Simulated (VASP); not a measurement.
The system is H2Se.

```
H Se
1.0
     1.89488   -2.90469    0.00000
     1.89488    2.90469    0.00000
     0.00000    0.00000    3.54125
H Se
2 1
Direct
  0.09971 0.90029 0.50000
  0.90029 0.09971 0.50000
  0.50000 0.50000 0.00000
```

| Property | Result |
| --- | --- |
| Program | VASP 6.6.1 |
| Task | relaxation of cell and atoms |
| Functional | PBE |
| Dispersion | D3(BJ) |
| Potentials or basis | VASP PAW PBE potentials, release 64 (H, Se) |
| Cutoff | 600 eV |
| k mesh | 6 × 6 × 6 |
| Occupations | gaussian, width 0.1 eV |
| Spin | no spin polarisation |

At the start: pressure -12.0 GPa; volume 12.99 Å³/atom.

How do energy, volume and symmetry change on relaxing?

Over 56 steps the energy falls by 833.6 meV/atom and the volume is 12.86 Å³/atom (-1.0 %); space group Cmmm (No. 65, to 0.05 Å).

Step by step:
```tsv
step	energy change (eV)	largest force (eV/Å)	pressure (GPa)	volume (Å³)
1	0.0000	3.1593	-12.04	38.98
3	-1.1230	0.8342	-0.46	33.32
5	-1.2351	0.2669	-1.08	32.79
7	-1.0474	2.1634	18.57	24.95
9	-1.5386	0.3120	1.85	28.64
11	-1.5701	0.0562	1.80	28.90
13	-1.6960	0.5442	-2.17	31.04
15	-1.6992	0.7468	-2.99	31.99
17	-1.7558	0.5665	-2.68	32.57
19	-1.9011	2.7083	2.09	34.57
21	-1.9823	3.0298	2.20	35.47
23	-2.1230	2.2479	1.58	36.97
25	-2.1911	0.1247	-0.68	37.75
27	-2.2025	0.0407	-0.49	37.74
29	-2.2800	0.1401	0.71	37.81
31	-2.2474	1.3490	9.19	37.31
33	-2.3661	0.2679	3.69	38.08
35	-2.3782	0.4884	2.71	38.68
37	-2.4458	0.0285	0.33	40.47
39	-2.4657	0.4520	-1.01	42.08
41	-2.4735	0.1486	-1.94	42.36
43	-2.4911	0.2327	-0.74	41.05
45	-2.4939	0.2840	-0.69	40.11
47	-2.4962	0.0424	-0.37	40.01
49	-2.4978	0.0636	0.32	39.15
51	-2.4989	0.1480	0.15	38.86
53	-2.5004	0.0243	0.20	38.53
55	-2.5006	0.0624	0.01	38.56
56	-2.5008	0.0344	0.00	38.58
```

Final structure:
```cif
data_structure
_symmetry_space_group_name_H-M 'P 1'
_symmetry_Int_Tables_number 1
_cell_length_a 2.6297
_cell_length_b 2.6297
_cell_length_c 5.5799
_cell_angle_alpha 90.000
_cell_angle_beta 90.000
_cell_angle_gamma 89.031
_cell_volume 38.58
loop_
_atom_site_label
_atom_site_type_symbol
_atom_site_fract_x
_atom_site_fract_y
_atom_site_fract_z
_atom_site_occupancy
H1 H 0.10224 0.89776 0.50000 1
H2 H 0.89776 0.10224 0.50000 1
Se1 Se 0.50000 0.50000 0.00000 1
```

Caveat: pairwise dispersion overbinds metals, which lowers pressure and volume.
